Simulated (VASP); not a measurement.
Here is a VASP 6.6.1 calculation.

INCAR

```
ALGO = Normal ; EDIFF = 1E-7
ENCUT = 520 ; GGA = PE
ISIF = 2 ; ISMEAR = 0
LASPH = T ; LCHARG = F
LREAL = F ; LWAVE = F
NBANDS = 16 ; NELM = 100
PREC = Accurate ; SIGMA = 0.1
```

File KPOINTS:

```
k-points
0
Gamma
  6 6 4
```

POSCAR

```
HfMgO
1.0
    3.2270808000      0.0000000000      0.0000000000
    0.0000000000      3.2270808000      0.0000000000
    0.0000000000      0.0000000000      4.4069434900
Mg Hf O
1 1 1
Direct
    0.5000000000      0.5000000000      0.4879804400
    0.0000000000      0.0000000000      0.8664803400
    0.5000000000      0.5000000000      0.1264843700
```

Potentials or basis: VASP PAW PBE potentials, release 64 (Mg, Hf_pv, O).

Launch:

```sh
$ cat potpaw_PBE.64/Mg/POTCAR potpaw_PBE.64/Hf_pv/POTCAR potpaw_PBE.64/O/POTCAR > POTCAR
$ mpirun -np 1 vasp_std > vasp.out
```

Question: Estimate the pressure.

Answer: 17.1 GPa.

Question: What does it give for the largest force?

Answer: 11.635 eV/Å.

Question: Estimate the band gap on the k mesh.

Answer: Zero (band 9 reaches 4.70 eV, above the bottom of band 10 at 4.19 eV).

Stress tensor (GPa, compression positive):
```
-4.33  0.00  0.00
 0.00 -4.33  0.00
 0.00  0.00 59.85
```

Caveat: spin-orbit coupling is left out, which moves the levels of the heavy elements; forces of over 1 eV/Å act on the atoms, so gaps and moduli don't describe the material at rest.
